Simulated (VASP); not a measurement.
# SiC5 (P-62m) in VASP: further runs

The runs below take SiC5 through single point, relaxation of cell and atoms, with PBE.

Program: VASP 6.6.1. These are calculated values, not measurements. Logs are shortened: lines on timing, memory, paths and dates and some standing lists are left out, and cuts for length are marked.

## 1. The cell of the first run

It takes space group P-62m (No. 189, hexagonal). The conventional cell has a = 3.584 Å, b = 3.584 Å, c = 7.223 Å, α = 90.00°, β = 90.00°, γ = 120.00°. Within 2.7 Å of Si (site symmetry -62m) lie 6 C at 2.07 Å. C (site symmetry m2m) has 2 C at 1.40 Å within 1.9 Å. C (site symmetry -6) has 3 C at 2.07 Å and 3 Si at 2.07 Å within 2.7 Å.

## 2. Single point, PBE, collinear spin

File INCAR:

```
SYSTEM = SiC5
PREC = Accurate ; ENCUT = 520
EDIFF = 1E-6 ; ISMEAR = 0
SIGMA = 0.1 ; LREAL = .FALSE.
LASPH = .TRUE. ; NELM = 150
ALGO = Normal ; ISIF = 2
LWAVE = .FALSE. ; LCHARG = .TRUE.
ISPIN = 2 ; MAGMOM = 0 1 1 1 1 1
LORBIT = 11 ; GGA = PE
LELF = .TRUE. ; LVHAR = .TRUE.
NBANDS = 25
```

File KPOINTS:

```
regular mesh
0
G
  6 6 4
  0 0 0
```

File POSCAR:

```
SiC5
1.0
    3.5842341411      0.0000000000      0.0000000000
   -1.7921170706      3.1040378193      0.0000000000
    0.0000000000      0.0000000000      7.2232011970
Si C
1 5
Direct
    0.0000000000      0.0000000000      0.5000000000
    0.0000000000      0.7745638050      0.0000000000
    0.7745638050      0.0000000000      0.0000000000
    0.2254361950      0.2254361950      0.0000000000
    0.3333333333      0.6666666667      0.5000000000
    0.6666666667      0.3333333333      0.5000000000
```

Potentials or basis: VASP PAW PBE potentials, release 64 (Si, C).

Run with:

```
> cat potpaw_PBE.64/Si/POTCAR potpaw_PBE.64/C/POTCAR > POTCAR
> mpirun -np 1 vasp_std > vasp.out
```

OUTCAR:

```text
SYSTEM = SiC5
   PREC = Accurate
   ENCUT = 520
   EDIFF = 1E-6
   ISMEAR = 0
   LREAL = .FALSE.
   LASPH = .TRUE.
   NELM = 150
   ISIF = 2
   ISPIN = 2
   LORBIT = 11
   GGA = PE

 ion  position               nearest neighbor table
   1  0.000  0.000  0.500-   5 2.07   6 2.07   6 2.07   5 2.07   6 2.07   5 2.07
   2  0.000  0.775  0.000-   4 1.40   3 1.40
   3  0.775  0.000  0.000-   4 1.40   2 1.40
   4  0.225  0.225  0.000-   3 1.40   2 1.40
   5  0.333  0.667  0.500-   6 2.07   6 2.07   1 2.07   1 2.07   1 2.07   6 2.07
   6  0.667  0.333  0.500-   5 2.07   5 2.07   1 2.07   1 2.07   1 2.07   5 2.07

  LATTYP: Found a hexagonal cell.
 ALAT       =     3.5842341411
 C/A-ratio  =     2.0152704630

  Lattice vectors:

 A1 = (   3.5842341411,   0.0000000000,   0.0000000000)
 A2 = (  -1.7921170706,   3.1040378193,   0.0000000000)
 A3 = (   0.0000000000,   0.0000000000,   7.2232011970)

Analysis of symmetry for initial positions (statically):
=====================================================================
 Subroutine PRICEL returns:
 Original cell was already a primitive cell.

 Routine SETGRP: Setting up the symmetry group for a
 hexagonal supercell.

 Subroutine GETGRP returns: Found 12 space group operations
 (whereof 12 operations were pure point group operations)
 out of a pool of 24 trial point group operations.

The static configuration has the point symmetry D_3h.

Analysis of symmetry for dynamics (positions and initial velocities):
=====================================================================
 Subroutine PRICEL returns:
 Original cell was already a primitive cell.

 Routine SETGRP: Setting up the symmetry group for a
 hexagonal supercell.

 Subroutine GETGRP returns: Found 12 space group operations
 (whereof 12 operations were pure point group operations)
 out of a pool of 24 trial point group operations.

The dynamic configuration has the point symmetry D_3h.

Analysis of structural, dynamic, and magnetic symmetry:
=====================================================================
 Subroutine PRICEL returns:
 Original cell was already a primitive cell.

 Routine SETGRP: Setting up the symmetry group for a
 hexagonal supercell.

 Subroutine GETGRP returns: Found 12 space group operations
 (whereof 12 operations were pure point group operations)
 out of a pool of 24 trial point group operations.

The overall configuration has the point symmetry D_3h.

 Subroutine INISYM returns: Found 12 space group operations
 (whereof 12 operations are pure point group operations),
 and found     1 'primitive' translations

----------------------------------------------------------------------------------------

                                     Primitive cell

  volume of cell :      80.3624

  direct lattice vectors                    reciprocal lattice vectors
     3.584234141  0.000000000  0.000000000     0.278999630  0.161080512  0.000000000
    -1.792117071  3.104037819  0.000000000     0.000000000  0.322161023  0.000000000
     0.000000000  0.000000000  7.223201197     0.000000000  0.000000000  0.138442772

  length of vectors
     3.584234141  3.584234141  7.223201197     0.322161023  0.322161023  0.138442772

  position of ions in fractional coordinates (direct lattice)
     0.000000000  0.000000000  0.500000000
     0.000000000  0.774563805  0.000000000
     0.774563805  0.000000000  0.000000000
     0.225436195  0.225436195  0.000000000
     0.333333333  0.666666667  0.500000000
     0.666666667  0.333333333  0.500000000

  ion indices of the primitive-cell ions
   primitive index   ion index
                 1           1
                 2           2
                 3           3
                 4           4
                 5           5
                 6           6

----------------------------------------------------------------------------------------

 KPOINTS: regular mesh

Automatic generation of k-mesh.
 Grid dimensions read from file:
 generate k-points for:    6    6    4

 Generating k-lattice:

  Cartesian coordinates                     Fractional coordinates (reciprocal lattice)
     0.046499938  0.026846752  0.000000000     0.166666667  0.000000000  0.000000000
     0.000000000  0.053693504  0.000000000     0.000000000  0.166666667  0.000000000
     0.000000000  0.000000000  0.034610693     0.000000000  0.000000000  0.250000000

  Length of vectors
     0.053693504  0.053693504  0.034610693

  Shift w.r.t. Gamma in fractional coordinates (k-lattice)
     0.000000000  0.000000000  0.000000000

 Subroutine IBZKPT returns following result:
 ===========================================

 Found     21 irreducible k-points:

 Following reciprocal coordinates:
            Coordinates               Weight
  0.000000  0.000000  0.000000      1.000000
  0.166667 -0.000000  0.000000      6.000000
  0.333333 -0.000000  0.000000      6.000000
  0.500000  0.000000  0.000000      3.000000
  0.166667  0.166667  0.000000      6.000000
  0.333333  0.166667  0.000000     12.000000
[... 13 lines left out ...]
  0.333333  0.166667  0.500000     12.000000
  0.333333  0.333333  0.500000      2.000000
   k-points           NKPTS =     21   k-points in BZ     NKDIM =     21   number of bands    NBANDS=     25
   number of dos      NEDOS =    301   number of ions     NIONS =      6
   total plane-waves  NPLWV =  42336
   dimension x,y,z NGX =    28 NGY =   28 NGZ =   54
   dimension x,y,z NGXF=    56 NGYF=   56 NGZF=  108
   ions per type =               1   5
   NGX,Y,Z   is equivalent  to a cutoff of  12.99, 12.99, 12.43 a.u.
   NGXF,Y,Z  is equivalent  to a cutoff of  25.97, 25.97, 24.86 a.u.
 SYSTEM =  SiC5
   PREC   = accura    normal or accurate (medium, high low for compatibility)
   ISTART =      0    job   : 0-new  1-cont  2-samecut
   ICHARG =      2    charge: 1-file 2-atom 10-const
   ISPIN  =      2    spin polarized calculation?
   LNONCOLLINEAR =      F non collinear calculations
   LSORBIT =      F    spin-orbit coupling
   LASPH  =      T    aspherical Exc in radial PAW
   ENCUT  =  520.0 eV  38.22 Ry    6.18 a.u.   6.66  6.66 13.43*2*pi/ulx,y,z
   NELM   =    150;   NELMIN=  2; NELMDL= -5     # of ELM steps
   EDIFF  = 0.1E-05   stopping-criterion for ELM
   LREAL  =      F    real-space projection
   EDIFFG = 0.1E-04   stopping-criterion for IOM
   NSW    =      0    number of steps for IOM
   IBRION =     -1    ionic relax: 0-MD 1-quasi-New 2-CG
   NFREE  =      0    steps in history (QN), initial steepest desc. (CG)
   ISIF   =      2    stress and relaxation
   ISYM   =      2    0-nonsym 1-usesym 2-fastsym
   POTIM  = 0.5000    time-step for ionic-motion
   TEBEG  =    0.0;   TEEND  =   0.0 temperature during run
   PSTRESS=    0.0 pullay stress
   NELECT =      24.0000    total number of electrons
   NUPDOWN=      -1.0000    fix difference up-down
   EMIN   =  10.00;   EMAX   =-10.00  energy-range for DOS
   EFERMI =   0.00;   METHOD = LEGACY
   ISMEAR =     0;   SIGMA  =   0.10  broadening in eV -4-tet -1-fermi 0-gaus
   EFERMI_NEDOS =   21; number of points for ismear=-14 and -15
   IALGO  =     38    algorithm
   IMIX   =      4    mixing-type and parameters
     AMIX     =   0.40;   BMIX     =  1.00
     AMIX_MAG =   1.60;   BMIX_MAG =  1.00
  volume/ion in A,a.u.               =      13.39        90.39
  Fermi-wavevector in a.u.,A,eV,Ry     =   1.094278  2.067885 16.292210  1.197444
  Thomas-Fermi vector in A             =   2.230579
   LORBIT       =     11    0 simple, 1 ext, 2 COOP (PROOUT), +10 PAW based schemes
   GGA     = PE    functional components
   LHFCALC =     F    Hartree Fock is set to
   AEXX    =    0.0000 exact exchange contribution
   IVDW    =     0    specifies the selected vdW correction
   LEPSILON=     F    determine dielectric tensor
   LRPA    =     F    only Hartree local field effects (RPA)
 spin polarized calculation
 Gauss-broadening in eV      SIGMA  =   0.10
  energy-cutoff  :      520.00
  volume of cell :       80.36
 maximum number of plane-waves:      2186
 NGX is ok and might be reduce to    28
   NGX = 13   NGY = 13   NGZ = 27

 number of electron      24.0000001 magnetization       0.2263468

 Free energy of the ion-electron system (eV)
  ---------------------------------------------------
  ext. energy  EPLUGINS =         0.00000000
  ---------------------------------------------------
  free energy    TOTEN  =       -33.66200187 eV

  energy without entropy =      -33.64268047  energy(sigma->0) =      -33.65234117

 E-fermi :   2.9264     XC(G=0):  -9.2108

 val. band max:        2.9257963111   @ k =   0.1667  -0.0000   0.0000
 cond. band min:       2.9768071357   @ k =   0.3333   0.3333   0.0000
 fundamental gap:      0.0510108246
 Fermi energy:         2.9264041713

 spin component 1

 k-point     1 :       0.0000    0.0000    0.0000
  band No.  band energies     occupation
      1     -16.0641      1.00000
      2     -12.8737      1.00000
      3      -3.4383      1.00000
      4      -3.3918      1.00000
      5      -2.7865      1.00000
      6      -2.7865      1.00000
[... 16 lines left out ...]
     23      14.3883      0.00000
     24      14.3883      0.00000

 k-point     2 :       0.1667   -0.0000    0.0000
  band No.  band energies     occupation
      1     -15.9753      1.00000
      2     -12.5168      1.00000
      3      -4.8923      1.00000
      4      -4.3902      1.00000
      5      -3.1124      1.00000
      6      -3.0926      1.00000
[... 16 lines left out ...]
     23      13.4365      0.00000
     24      14.8302      0.00000
[... 484 lines left out ...]
     23      13.6741      0.00000
     24      13.8854      0.00000

 k-point    21 :       0.3333    0.3333    0.5000
  band No.  band energies     occupation
      1     -15.6367      1.00000
      2      -9.1065      1.00000
      3      -9.1065      1.00000
      4      -7.2432      1.00000
      5      -5.8002      1.00000
      6      -5.8002      1.00000
[... 16 lines left out ...]
     23      13.7948      0.00000
     24      13.7948      0.00000
 Fermi energy:         2.9264041713

 spin component 2

 k-point     1 :       0.0000    0.0000    0.0000
  band No.  band energies     occupation
      1     -15.9978      1.00000
      2     -12.8735      1.00000
      3      -3.3573      1.00000
      4      -3.2830      1.00000
      5      -2.6663      1.00000
      6      -2.6663      1.00000
[... 16 lines left out ...]
     23      14.3899      0.00000
     24      14.3899      0.00000

 k-point     2 :       0.1667   -0.0000    0.0000
  band No.  band energies     occupation
      1     -15.9099      1.00000
      2     -12.5167      1.00000
      3      -4.7554      1.00000
      4      -4.3895      1.00000
      5      -3.0759      1.00000
      6      -2.9719      1.00000
[... 16 lines left out ...]
     23      13.4399      0.00000
     24      14.8349      0.00000
[... 484 lines left out ...]
     23      13.6859      0.00000
     24      14.0456      0.00000

 k-point    21 :       0.3333    0.3333    0.5000
  band No.  band energies     occupation
      1     -15.5756      1.00000
      2      -9.1063      1.00000
      3      -9.1063      1.00000
      4      -7.2434      1.00000
      5      -5.6637      1.00000
      6      -5.6637      1.00000
[... 16 lines left out ...]
     23      13.8100      0.00000
     24      13.8100      0.00000
 [bands above 24 left out]

------------------------ aborting loop because EDIFF is reached ----------------------------------------

  FORCE on cell =-STRESS in cart. coord.  units (eV):
  Direction    XX          YY          ZZ          XY          YZ          ZX
  --------------------------------------------------------------------------------------
  -------------------------------------------------------------------------------------
  Total        0.1873299      0.1873299      0.1646528     -0.0000000      0.0000000      0.0000000
  in kB        3.7347766      3.7347766      3.2826656     -0.0000000      0.0000000      0.0000000
  external PRESSURE =       3.5840729 kB  Pullay stress =       0.0000000 kB

 VOLUME and BASIS-vectors are now :
 -----------------------------------------------------------------------------
  energy-cutoff  :      520.00
  volume of cell :       80.36
      direct lattice vectors                 reciprocal lattice vectors
     3.584234141  0.000000000  0.000000000     0.278999630  0.161080512  0.000000000
    -1.792117071  3.104037819  0.000000000     0.000000000  0.322161023  0.000000000
     0.000000000  0.000000000  7.223201197     0.000000000  0.000000000  0.138442772

 POSITION                                       TOTAL-FORCE (eV/Angst)
 -----------------------------------------------------------------------------------
      0.00000      0.00000      3.61160        -0.000000      0.000000      0.000000
     -1.38811      2.40428      0.00000         0.076400     -0.132328     -0.000000
      2.77622      0.00000      0.00000        -0.152799      0.000000      0.000000
      0.40401      0.69976      0.00000         0.076400      0.132328      0.000000
     -0.00000      2.06936      3.61160        -0.000000      0.000000      0.000000
      1.79212      1.03468      3.61160        -0.000000      0.000000      0.000000
 -----------------------------------------------------------------------------------
    total drift:                               -0.000000     -0.000001      0.000000

  FREE ENERGIE OF THE ION-ELECTRON SYSTEM (eV)
  ---------------------------------------------------
  free  energy   TOTEN  =       -33.6620018708 eV

  energy  without entropy=      -33.6426804674  energy(sigma->0) =      -33.65234117

 total charge

# of ion       s       p       d       tot
------------------------------------------
    1        0.735   0.762   0.000   1.497
    2        0.972   1.442   0.000   2.414
    3        0.972   1.442   0.000   2.414
    4        0.972   1.442   0.000   2.414
    5        0.971   1.220   0.000   2.191
    6        0.971   1.220   0.000   2.191
--------------------------------------------------
tot          5.593   7.528   0.000  13.122

 magnetization (x)

# of ion       s       p       d       tot
------------------------------------------
    1       -0.000  -0.000   0.000  -0.000
    2        0.014   0.038   0.000   0.052
    3        0.014   0.038   0.000   0.052
    4        0.014   0.038   0.000   0.052
    5       -0.000   0.000   0.000   0.000
    6       -0.000   0.000   0.000   0.000
--------------------------------------------------
tot          0.041   0.115   0.000   0.156
```

Run time: 3 min. Hardware: 1 thread of Intel Xeon 8259CL, shared host; peak memory 0.25 GiB.

Results:

* Free energy: -33.6620 eV
* Pressure: 0.4 GPa
* Largest force: 0.153 eV/Å
* Net moment: 0.23 μB per cell
* Site moments: Si -0.00; C +0.05, +0.00 (each value once) μB
* Valence electrons inside the program's atomic spheres: Si 1.50; C 2.41, 2.19 (each value once)

Forces on the atoms (eV/Å):
```
Si   0.000  0.000  0.000
C    0.076 -0.132  0.000
C   -0.153  0.000  0.000
C    0.076  0.132  0.000
C    0.000  0.000  0.000
C    0.000  0.000  0.000
```

Levels at points of the mesh, in eV from the Fermi level:
Spin up:
```
           k point  band 10  band 11  band 12  band 13  band 14  band 15
(0.00, 0.00, 0.00)    -4.30    -2.44    -2.44    -0.72    -0.72     0.64
(0.50, 0.00, 0.00)    -2.34    -1.15     0.53     1.03     1.66     2.91
(0.00, 0.00, 0.50)    -4.30    -2.45    -2.45    -0.72    -0.72     0.83
(0.50, 0.00, 0.50)    -2.22    -1.32     0.54     1.06     1.33     2.82
```
Spin down:
```tsv
k point	band 9	band 10	band 11	band 12	band 13	band 14	band 15	band 16
(0.00, 0.00, 0.00)	-4.42	-4.30	-2.44	-2.44	-0.51	-0.51	0.64	2.74
(0.50, 0.00, 0.00)	-3.65	-2.34	-1.14	0.73	1.21	1.74	2.91	3.42
(0.00, 0.00, 0.50)	-4.52	-4.30	-2.45	-2.45	-0.52	-0.52	0.83	2.73
(0.50, 0.00, 0.50)	-3.69	-2.21	-1.31	0.74	1.23	1.40	2.83	3.42
```

(Part 1 of 2 ends here.)
